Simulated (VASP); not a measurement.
The system is InSb.

```
In Sb
1.0
     0.00000    3.27951    3.27951
     3.27951    0.00000    3.27951
     3.27951    3.27951    0.00000
In Sb
1 1
Direct
  0.00000 0.00000 0.00000
  0.25000 0.25000 0.25000
```

Base run:

| Quantity | Value |
| --- | --- |
| Program | VASP 6.6.1 |
| Functional | PBE |
| Potentials or basis | VASP PAW PBE potentials, release 64 (In_d, Sb) |
| Cutoff | 520 eV |
| k mesh | 6 × 6 × 6 |
| Occupations | fermi-dirac, width 0.02 eV |
| Spin | no spin polarisation |

Its results: band gap on the k mesh zero (filled and empty bands touch); pressure 1.4 GPa.

The run is repeated on the same cell with these changes: functional from PBE to HSE06; k mesh from 6 × 6 × 6 to 4 × 4 × 4. What comes out?

Band gap on the k mesh 0.32 eV; pressure -0.6 GPa.

Several settings changed at once.

Caveats: spin-orbit coupling is left out, which moves the levels of the heavy elements; semilocal functionals underestimate gaps, and a narrow one can read as zero (at least some runs); the PAW data sets were made with another functional, which shifts forces and pressure a little (at least some runs).

